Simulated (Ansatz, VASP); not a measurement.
B3PPd: VASP beside Ansatz

```
B P Pd
1.0
     3.64059    0.00000    0.00000
     0.00000    3.64059    0.00000
     0.00000    0.00000    3.64059
B P Pd
3 1 1
Direct
  0.00000 0.50000 0.50000
  0.50000 0.00000 0.50000
  0.50000 0.50000 0.00000
  0.00000 0.00000 0.00000
  0.50000 0.50000 0.50000
```

Alike in both runs: task relaxation of cell and atoms; functional PBE; k mesh 6 × 6 × 6; occupations gaussian, width 0.1 eV; no spin polarisation.

```csv
,VASP,Ansatz
version,VASP 6.6.1,Ansatz 0.2.0
potentials or method,"VASP PAW PBE potentials, release 64 (B, P, Pd), cutoff 600 eV","scalar-relativistic, plane waves, PAW"
valence electrons in the cell,24,32
```

Ansatz gave:

```
gap on the k mesh at the Fermi level, each at its own relaxed structure (eV) : none
relaxed volume (Å³/atom)                                                     : 13.74
relaxed cell length with the largest relative difference (Å)                 : 4.096
```

Q: Which values does VASP return?

A: gap on the k mesh at the Fermi level, each at its own relaxed structure (eV): none; relaxed volume (Å³/atom): 13.78; relaxed cell length with the largest relative difference (Å): 4.100.

A gap of «none» marks a metal or a gap that the smearing closes. VASP's potentials hold 24 valence electrons a cell and Ansatz's 32, so a difference there can come from the potentials and not from the codes.

Noted on VASP's run: the volume moved by over 15 % at a fixed basis, so the end points are rough.
